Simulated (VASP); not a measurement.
## BePd: electric field gradients with LDA

Crystal: BePd.

```xyz
2
Lattice="2.7750 0.0000 0.0000 0.0000 2.7750 0.0000 0.0000 0.0000 2.7750" Properties=species:S:1:pos:R:3 pbc="T T T"
Be    0.0000    0.0000    0.0000
Pd    1.3875    1.3875    1.3875
```

| Property | Result |
| --- | --- |
| Program | VASP 6.6.1 |
| Task | electric field gradients |
| Functional | LDA |
| Potentials or basis | VASP PAW LDA potentials, release 64 (Be, Pd) |
| Cutoff | 520 eV |
| k mesh | 12 × 12 × 12 |
| Occupations | fermi-dirac, width 0.08 eV |
| Spin | no spin polarisation |
| Dipole correction | no |
| Further INCAR settings | ALGO = Normal; EDIFF = 1e-08; NBANDS = 13 |

```yaml
Pressure: 0.3 GPa
Band_gap_on_the_k_mesh: zero (bands 6 and 7 overlap by 6.27 eV)
Largest_electric_field_gradient_by_atom: under 0.05 V/Å² on every atom
```

Levels at points of the mesh, in eV from the Fermi level:
```csv
k point,band 2,band 3,band 4,band 5,band 6,band 7,band 8,band 9,band 10,band 11
"(0.00, 0.00, 0.00)",-5.93,-5.93,-2.42,-2.42,-2.42,5.34,5.34,5.34,14.71,14.71
"(0.50, 0.00, 0.00)",-5.41,-4.78,-4.09,-4.09,-2.27,0.01,10.36,10.36,11.50,14.92
"(0.50, 0.50, 0.00)",-5.15,-3.51,-3.51,-2.01,-2.01,-1.31,5.70,6.44,8.77,15.96
"(0.50, 0.50, 0.50)",-6.75,-6.75,-1.23,-1.23,4.96,5.67,5.67,5.67,6.95,6.95
```

Wall time 23 s on 1 thread of Intel Xeon 8259CL, with other jobs on the host, peak memory 0.15 GiB.
